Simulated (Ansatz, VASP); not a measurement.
Ge: VASP beside Ansatz

INCAR

```
SYSTEM = Ge
PREC     = Accurate       ! precision mode
ENCUT    = 600            ! plane-wave cutoff, eV
EDIFF    = 1E-6           ! SCF threshold, eV
ISMEAR   = -1             ! smearing method
SIGMA    = 0.1            ! smearing width, eV
LREAL    = .False.        ! projectors in reciprocal space
LASPH    = .True.         ! aspherical terms in the spheres
NELM     = 80             ! most SCF steps
ALGO     = Normal         ! electronic algorithm
ISIF     = 3              ! what is computed and relaxed
LWAVE    = .False.        ! write WAVECAR
LCHARG   = .False.        ! write CHGCAR
GGA      = RP             ! functional
IBRION   = 2              ! ionic algorithm
NSW      = 80             ! ionic steps
EDIFFG   = -0.01          ! ionic threshold
```

The input KPOINTS:

```
Automatic mesh
0
Gamma
  5 5 5
  0 0 0
```

File POSCAR:

```
Ge
1.0
    5.3590374343      0.0000000000      0.0000000000
    0.0000000000      5.3590374343      0.0000000000
    0.0000000000      0.0000000000      5.3590374343
Ge
8
Direct
    0.0000000000      0.0000000000      0.0000000000
    0.5000000000      0.5000000000      0.5000000000
    0.2500000000      0.0000000000      0.5000000000
    0.7500000000      0.0000000000      0.5000000000
    0.5000000000      0.2500000000      0.0000000000
    0.5000000000      0.7500000000      0.0000000000
    0.0000000000      0.5000000000      0.2500000000
    0.0000000000      0.5000000000      0.7500000000
```

Input for Ansatz:

```yaml
crystal:
  lattice:
    - [5.3590374343, 0.0, 0.0]
    - [0.0, 5.3590374343, 0.0]
    - [0.0, 0.0, 5.3590374343]
  atoms:
    - { symbol: Ge, position: [0.0, 0.0, 0.0] }
    - { symbol: Ge, position: [0.5, 0.5, 0.5] }
    - { symbol: Ge, position: [0.25, 0.0, 0.5] }
    - { symbol: Ge, position: [0.75, 0.0, 0.5] }
    - { symbol: Ge, position: [0.5, 0.25, 0.0] }
    - { symbol: Ge, position: [0.5, 0.75, 0.0] }
    - { symbol: Ge, position: [0.0, 0.5, 0.25] }
    - { symbol: Ge, position: [0.0, 0.5, 0.75] }
hamiltonian:
  xc: rpbe
  pseudopotentials:
    kind: paw
    azcp:
      Ge: "pseudopotentials/Ge.paw.azcp"
basis:
  ecutwfc: 420
  fft_grid_basis: typed
kpoints:
  mp_grid: { grid: [5, 5, 5], shift: [0, 0, 0] }
magnetization:
  spin_polarized: false
scf:
  occupations: { method: fermi_dirac, width: 0.1 }
relax:
  max_steps: 60
  f_tol: 0.01
  cell: {}
```

Alike in both runs: task relaxation of cell and atoms; functional RPBE; k mesh 5 × 5 × 5; occupations fermi-dirac, width 0.1 eV; no spin polarisation.

|  | VASP | Ansatz |
| --- | --- | --- |
| version | VASP 6.6.1 | Ansatz 0.2.0 |
| potentials or method | VASP PAW PBE potentials, release 64 (Ge_d), cutoff 600 eV | plane waves (420 eV) with PAW, scalar-relativistic |
| valence electrons in the cell | 112 | 112 |

|  | VASP | Ansatz | Ansatz less VASP |
| --- | --- | --- | --- |
| relaxed volume (Å³/atom) | 20.44 | 20.43 | -0.006 |
| relaxed length of the cell vector where the two differ most in proportion (Å) | 5.468 | 5.467 | -0.0006 |

VASP's potentials were made for PBE, not for RPBE.
